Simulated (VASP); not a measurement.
# Al12Si in VASP: relaxation of the atoms with PBE

Aim: the relaxation of the atoms of Al12Si with PBE.

Program: VASP 6.6.1. These are calculated values, not measurements. Logs are shortened: lines on timing, memory, paths and dates and some standing lists are left out, and cuts for length are marked.

## Step 1: The cell of the first run

The cell holds a slab with vacuum, 13 atoms: a = 5.714 Å, b = 5.714 Å, c = 19.675 Å, α = 90.00°, β = 90.00°, γ = 90.00°.

## Step 2: Relaxation of the atoms, PBE

INCAR

```
ALGO = Fast
DIPOL = 0.5 0.5 0.325
EDIFF = 1E-6
EDIFFG = -0.025
ENCUT = 520
GGA = PE
IBRION = 2
IDIPOL = 3
ISIF = 2
ISMEAR = 0
LASPH = True
LCHARG = False
LDIPOL = True
LREAL = False
LWAVE = False
NELM = 80
NSW = 36
PREC = Accurate
SIGMA = 0.1
```

KPOINTS

```
k-points
0
Gamma
  5 5 1
```

POSCAR

```
Al12Si
1.0
    5.7143028096      0.0000000000      0.0000000000
    0.0000000000      5.7143028096      0.0000000000
    0.0000000000      0.0000000000     19.6750228547
Al Si
12 1
Selective dynamics
Direct
    0.2500000000      0.2500000000      0.2033034487  F F F
    0.2500000000      0.7500000000      0.2033034487  F F F
    0.7500000000      0.2500000000      0.2033034487  F F F
    0.7500000000      0.7500000000      0.2033034487  F F F
    0.0000000000      0.0000000000      0.3092772455  F F F
    0.0000000000      0.5000000000      0.3092772455  F F F
    0.5000000000      0.0000000000      0.3092772455  F F F
    0.5000000000      0.5000000000      0.3092772455  F F F
    0.2500000000      0.2500000000      0.4155025849  F F F
    0.2500000000      0.7500000000      0.4155025849  F F F
    0.7500000000      0.2500000000      0.4155025849  F F F
    0.7500000000      0.7500000000      0.4155025849  F F F
    0.2500000000      0.5000000000      0.5097086168  F F T
```

Potentials or basis: VASP PAW PBE potentials, release 64 (Al, Si).

On the command line:

```bash
$ cat potpaw_PBE.64/Al/POTCAR potpaw_PBE.64/Si/POTCAR > POTCAR
$ mpirun -np 1 vasp_std > vasp.out
```

OUTCAR:

```text
EDIFF = 1E-6
   EDIFFG = -0.025
   ENCUT = 520
   GGA = PE
   IBRION = 2
   ISIF = 2
   ISMEAR = 0
   LASPH = True
   LREAL = False
   NELM = 80
   NSW = 36
   PREC = Accurate

 ion  position               nearest neighbor table
   1  0.250  0.250  0.203-   2 2.86   3 2.86   2 2.86   3 2.86   7 2.90   8 2.90   5 2.90   6 2.90

   2  0.250  0.750  0.203-   1 2.86   4 2.86   1 2.86   4 2.86   7 2.90   8 2.90   5 2.90   6 2.90

   3  0.750  0.250  0.203-   1 2.86   4 2.86   4 2.86   1 2.86   7 2.90   8 2.90   5 2.90   6 2.90
[... 4 lines left out ...]
                            11 2.91  12 2.91   9 2.91  10 2.91
   6  0.000  0.500  0.309-   5 2.86   8 2.86   5 2.86   8 2.86   1 2.90   2 2.90   3 2.90   4 2.90
                            11 2.91  12 2.91   9 2.91  10 2.91
   7  0.500  0.000  0.309-   5 2.86   8 2.86   8 2.86   5 2.86   1 2.90   2 2.90   3 2.90   4 2.90
                            11 2.91  12 2.91   9 2.91  10 2.91
   8  0.500  0.500  0.309-   6 2.86   7 2.86   7 2.86   6 2.86   1 2.90   2 2.90   3 2.90   4 2.90
                            11 2.91  12 2.91   9 2.91  10 2.91
   9  0.250  0.250  0.416-  13 2.34  11 2.86  10 2.86  10 2.86  11 2.86   6 2.91   7 2.91   8 2.91
                             5 2.91
  10  0.250  0.750  0.416-  13 2.34  12 2.86   9 2.86   9 2.86  12 2.86   6 2.91   7 2.91   8 2.91
                             5 2.91
  11  0.750  0.250  0.416-   9 2.86  12 2.86  12 2.86   9 2.86   5 2.91   6 2.91   7 2.91   8 2.91

  12  0.750  0.750  0.416-  10 2.86  11 2.86  11 2.86  10 2.86   5 2.91   6 2.91   7 2.91   8 2.91

  13  0.250  0.500  0.510-   9 2.34  10 2.34

  LATTYP: Found a simple tetragonal cell.
 ALAT       =     5.7143028096
 C/A-ratio  =     3.4431186989

  Lattice vectors:

 A1 = (   5.7143028096,   0.0000000000,   0.0000000000)
 A2 = (   0.0000000000,   5.7143028096,   0.0000000000)
 A3 = (   0.0000000000,   0.0000000000,  19.6750228547)

Analysis of symmetry for initial positions (statically):
=====================================================================
 Subroutine PRICEL returns:
 Original cell was already a primitive cell.

 Routine SETGRP: Setting up the symmetry group for a
 simple tetragonal supercell.

 Subroutine GETGRP returns: Found  4 space group operations
 (whereof  2 operations were pure point group operations)
 out of a pool of 16 trial point group operations.

The static configuration has the point symmetry C_1h.
 The point group associated with its full space group is C_2v.

Analysis of symmetry for dynamics (positions and initial velocities):
=====================================================================
 Subroutine PRICEL returns:
 Original cell was already a primitive cell.

 Routine SETGRP: Setting up the symmetry group for a
 simple tetragonal supercell.

 Subroutine GETGRP returns: Found  4 space group operations
 (whereof  2 operations were pure point group operations)
 out of a pool of 16 trial point group operations.

The dynamic configuration has the point symmetry C_1h.
 The point group associated with its full space group is C_2v.

Analysis of constrained symmetry for selective dynamics:
=====================================================================
 Subroutine PRICEL returns:
 Original cell was already a primitive cell.

 Routine SETGRP: Setting up the symmetry group for a
 simple tetragonal supercell.

 Subroutine GETGRP returns: Found  4 space group operations
 (whereof  2 operations were pure point group operations)
 out of a pool of 16 trial point group operations.

The constrained configuration has the point symmetry C_1h.
 The point group associated with its full space group is C_2v.

 Subroutine INISYM returns: Found  4 space group operations
 (whereof  2 operations are pure point group operations),
 and found     1 'primitive' translations

----------------------------------------------------------------------------------------

                                     Primitive cell

  volume of cell :     642.4536

  direct lattice vectors                    reciprocal lattice vectors
     5.714302810  0.000000000  0.000000000     0.174999476  0.000000000  0.000000000
     0.000000000  5.714302810  0.000000000     0.000000000  0.174999476  0.000000000
[... 49 lines left out ...]
     0.000000000  0.000000000  0.050825862     0.000000000  0.000000000  1.000000000

  Length of vectors
     0.034999895  0.034999895  0.050825862

  Shift w.r.t. Gamma in fractional coordinates (k-lattice)
     0.000000000  0.000000000  0.000000000

 Subroutine IBZKPT returns following result:
 ===========================================

 Found      9 irreducible k-points:

 Following reciprocal coordinates:
            Coordinates               Weight
  0.000000  0.000000  0.000000      1.000000
  0.200000  0.000000  0.000000      2.000000
  0.000000  0.200000  0.000000      2.000000
  0.400000  0.000000  0.000000      2.000000
  0.000000  0.400000  0.000000      2.000000
  0.200000  0.200000  0.000000      4.000000
  0.400000  0.200000  0.000000      4.000000
 -0.200000  0.400000  0.000000      4.000000
  0.400000  0.400000  0.000000      4.000000
   k-points           NKPTS =      9   k-points in BZ     NKDIM =      9   number of bands    NBANDS=     27
   number of dos      NEDOS =    301   number of ions     NIONS =     13
   total plane-waves  NPLWV = 264600
   dimension x,y,z NGX =    42 NGY =   42 NGZ =  150
   dimension x,y,z NGXF=    84 NGYF=   84 NGZF=  300
   ions per type =              12   1
   NGX,Y,Z   is equivalent  to a cutoff of  12.22, 12.22, 12.67 a.u.
   NGXF,Y,Z  is equivalent  to a cutoff of  24.44, 24.44, 25.35 a.u.
 SYSTEM =  unknown system
   PREC   = accura    normal or accurate (medium, high low for compatibility)
   ISTART =      0    job   : 0-new  1-cont  2-samecut
   ICHARG =      2    charge: 1-file 2-atom 10-const
   ISPIN  =      1    spin polarized calculation?
   LNONCOLLINEAR =      F non collinear calculations
   LSORBIT =      F    spin-orbit coupling
   LASPH  =      T    aspherical Exc in radial PAW
   ENCUT  =  520.0 eV  38.22 Ry    6.18 a.u.  10.62 10.62 36.58*2*pi/ulx,y,z
   NELM   =     80;   NELMIN=  2; NELMDL= -5     # of ELM steps
   EDIFF  = 0.1E-05   stopping-criterion for ELM
   LREAL  =      F    real-space projection
   EDIFFG = -.3E-01   stopping-criterion for IOM
   NSW    =     36    number of steps for IOM
   IBRION =      2    ionic relax: 0-MD 1-quasi-New 2-CG
   NFREE  =      1    steps in history (QN), initial steepest desc. (CG)
   ISIF   =      2    stress and relaxation
   ISYM   =      2    0-nonsym 1-usesym 2-fastsym
   POTIM  = 0.5000    time-step for ionic-motion
   TEBEG  =    0.0;   TEEND  =   0.0 temperature during run
   PSTRESS=    0.0 pullay stress
   NELECT =      40.0000    total number of electrons
   NUPDOWN=      -1.0000    fix difference up-down
   EMIN   =  10.00;   EMAX   =-10.00  energy-range for DOS
   EFERMI =   0.00;   METHOD = LEGACY
   ISMEAR =     0;   SIGMA  =   0.10  broadening in eV -4-tet -1-fermi 0-gaus
   EFERMI_NEDOS =   21; number of points for ismear=-14 and -15
   IALGO  =     68    algorithm
   IMIX   =      4    mixing-type and parameters
     AMIX     =   0.40;   BMIX     =  1.00
     AMIX_MAG =   1.60;   BMIX_MAG =  1.00
  volume/ion in A,a.u.               =      49.42       333.50
  Fermi-wavevector in a.u.,A,eV,Ry     =   0.648855  1.226158  5.728225  0.421013
  Thomas-Fermi vector in A             =   1.717622
   LORBIT       =      0    0 simple, 1 ext, 2 COOP (PROOUT), +10 PAW based schemes
   GGA     = PE    functional components
   LHFCALC =     F    Hartree Fock is set to
   AEXX    =    0.0000 exact exchange contribution
   IVDW    =     0    specifies the selected vdW correction
   LEPSILON=     F    determine dielectric tensor
   LRPA    =     F    only Hartree local field effects (RPA)
 conjugate gradient relaxation of ions
 non-spin polarized calculation
 RMM-DIIS sequential band-by-band and
 Gauss-broadening in eV      SIGMA  =   0.10
  energy-cutoff  :      520.00
  volume of cell :      642.45
 maximum number of plane-waves:     17320
   NGX = 21   NGY = 21   NGZ = 73

 dipolmoment           0.000000      0.000000     -0.144821 electrons x Angstroem

--------------------------------------- Ionic step        1  -------------------------------------------

 number of electron      39.9999999 magnetization

 Free energy of the ion-electron system (eV)
  ---------------------------------------------------
  ext. energy  EPLUGINS =         0.00000000
  ---------------------------------------------------
  free energy    TOTEN  =       -45.35454326 eV

  energy without entropy =      -45.32643711  energy(sigma->0) =      -45.34049019

------------------------ aborting loop because EDIFF is reached ----------------------------------------

  FORCE on cell =-STRESS in cart. coord.  units (eV):
  Direction    XX          YY          ZZ          XY          YZ          ZX
  --------------------------------------------------------------------------------------
  -------------------------------------------------------------------------------------
  Total       -8.7427107     -6.5955364      2.9507304      0.0000000      0.0000000      0.0000000
  in kB      -21.8029342    -16.4482220      7.3586538      0.0000000      0.0000000      0.0000000
  external PRESSURE =     -10.2975008 kB  Pullay stress =       0.0000000 kB
[... 128 lines left out ...]
--------------------------------------- Ionic step        4  -------------------------------------------

 number of electron      39.9999999 magnetization

 dipolmoment           0.000000      0.000000      0.092110 electrons x Angstroem

 Free energy of the ion-electron system (eV)
  ---------------------------------------------------
  ext. energy  EPLUGINS =         0.00000000
  ---------------------------------------------------
  free energy    TOTEN  =       -45.46998069 eV

  energy without entropy =      -45.44547767  energy(sigma->0) =      -45.45772918

 E-fermi :  -0.2985     XC(G=0):  -4.5683

 val. band max:       -0.3510743152   @ k =   0.4000   0.4000   0.0000
 cond. band min:      -0.2746368971   @ k =   0.4000   0.0000   0.0000
 fundamental gap:      0.0764374182
 Fermi energy:        -0.2985341267

 k-point     1 :       0.0000    0.0000    0.0000
  band No.  band energies     occupation
      1     -10.5298      2.00000
      2      -8.8003      2.00000
      3      -7.2367      2.00000
      4      -6.1091      2.00000
      5      -6.0530      2.00000
      6      -5.9864      2.00000
[... 259 lines left out ...]
     26       1.5538      0.00000
     27       1.6316      0.00000

------------------------ aborting loop because EDIFF is reached ----------------------------------------

 vacuum level on the upper side and lower side of the slab       (xc-potential included)         0.049        -0.429

  FORCE on cell =-STRESS in cart. coord.  units (eV):
  Direction    XX          YY          ZZ          XY          YZ          ZX
  --------------------------------------------------------------------------------------
  -------------------------------------------------------------------------------------
  Total       -8.6919650     -8.1116926     -0.1079148      0.0000000      0.0000000      0.0000000
  in kB      -21.6763826    -20.2292750     -0.2691224      0.0000000      0.0000000      0.0000000
  external PRESSURE =     -14.0582600 kB  Pullay stress =       0.0000000 kB
[... 28 lines left out ...]
  FREE ENERGIE OF THE ION-ELECTRON SYSTEM (eV)
  ---------------------------------------------------
  free  energy   TOTEN  =       -45.4699806886 eV

  energy  without entropy=      -45.4454776725  energy(sigma->0) =      -45.45772918

 reached required accuracy - stopping structural energy minimisation

 vacuum level on the upper side and lower side of the slab         4.385         3.896
```

It took 19 min on 1 thread of Oxide Virtual Turin-like, shared host; peak memory 0.65 GiB.

Results:

```yaml
Free_energy: -45.4700 eV
Energy_gained_by_relaxing: 8.9 meV/atom
Ionic_steps: 4
Band_gap_on_the_k_mesh: zero (bands 20 and 21 overlap by 0.87 eV)
```

The path:
```
step  energy change (eV)  largest force on free atoms (eV/Å)  pressure (GPa)
   1              0.0000                              1.5314           -1.03
   2             -0.0838                              0.7596           -1.22
   3             -0.1154                              0.0291           -1.41
   4             -0.1154                              0.0019           -1.41
```

Final structure:
```xyz
13
Lattice="5.7143 0.0000 0.0000 0.0000 5.7143 0.0000 0.0000 0.0000 19.6750" Properties=species:S:1:pos:R:3 pbc="T T T"
Al    1.4286    1.4286    4.0000
Al    1.4286    4.2857    4.0000
Al    4.2857    1.4286    4.0000
Al    4.2857    4.2857    4.0000
Al    0.0000    0.0000    6.0850
Al    0.0000    2.8572    6.0850
Al    2.8572    0.0000    6.0850
Al    2.8572    2.8572    6.0850
Al    1.4286    1.4286    8.1750
Al    1.4286    4.2857    8.1750
Al    4.2857    1.4286    8.1750
Al    4.2857    4.2857    8.1750
Si    1.4286    2.8572   10.1886
```

The gap in the log of VASP goes by the Fermi energy; the results here count the filled bands.